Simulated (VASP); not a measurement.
## AlGaN2: single point with r2SCAN

Crystal: AlGaN2.

```
Al Ga N
1.0
     3.01299    0.00000    0.00000
     0.00000    3.01299    0.00000
     0.00000    0.00000    4.52849
Al Ga N
1 1 2
Direct
  0.50000 0.50000 0.50000
  0.00000 0.00000 0.00000
  0.50000 0.00000 0.73960
  0.00000 0.50000 0.26040
```

This cell differs from its parent crystal: biaxial strain in the a-b plane: -4.0 %.

- Program: VASP 6.6.1
- Task: single point
- Functional: r2SCAN
- Potentials or basis: VASP PAW PBE potentials, release 64 (Al, Ga_d, N)
- Cutoff: 520 eV
- k mesh: 8 × 8 × 6
- Occupations: gaussian, width 0.02 eV
- Spin: no spin polarisation
- Dipole correction: no
- Further INCAR settings: ALGO = Normal; EDIFF = 1e-07; NBANDS = 21

```json
{
  "Pressure": "13.5 GPa",
  "Largest force": "0.072 eV/Å",
  "Band gap on the k mesh": "3.65 eV (least direct gap 3.71 eV)"
}
```

Forces in eV/Å, atoms in the order of the input:
```
Al   0.000  0.000  0.000
Ga   0.000  0.000  0.000
N    0.000  0.000 -0.072
N    0.000  0.000  0.072
```

Stress tensor (GPa, compression positive):
```
16.96  0.00  0.00
 0.00 16.96  0.00
 0.00  0.00  6.73
```

Levels at points of the mesh, in eV from the valence-band top:
```tsv
k point	band 10	band 11	band 12	band 13	band 14	band 15	band 16	band 17
(0.00, 0.00, 0.00)	-2.27	-0.55	0.00	0.00	3.71	4.32	9.36	12.45
(0.50, 0.00, 0.00)	-3.50	-3.45	-0.92	-0.50	8.06	8.27	9.52	9.93
(0.50, 0.50, 0.00)	-2.76	-2.75	-2.73	-2.73	3.65	3.65	6.85	9.52
(0.00, 0.00, 0.50)	-1.59	-1.59	-0.89	-0.89	6.00	6.01	9.04	10.89
(0.50, 0.00, 0.50)	-1.30	-1.09	-0.91	-0.40	6.04	7.46	10.33	10.67
(0.50, 0.50, 0.50)	-4.38	-3.61	-3.53	-3.53	6.43	6.43	10.03	11.25
```

Wall time 4.2 min on 1 thread of Intel(R) Xeon(R) Platinum 8259CL CPU @ 2.50GHz (Skylake/Cascade Lake), with other jobs on the host, peak memory 0.19 GiB.

Caveat: the cell differs from its parent crystal (biaxial strain in the a-b plane: -4.0 %); the cell stands under pressure; the PAW data sets were made with another functional, which shifts forces and pressure a little. A k mesh can miss the band edges.
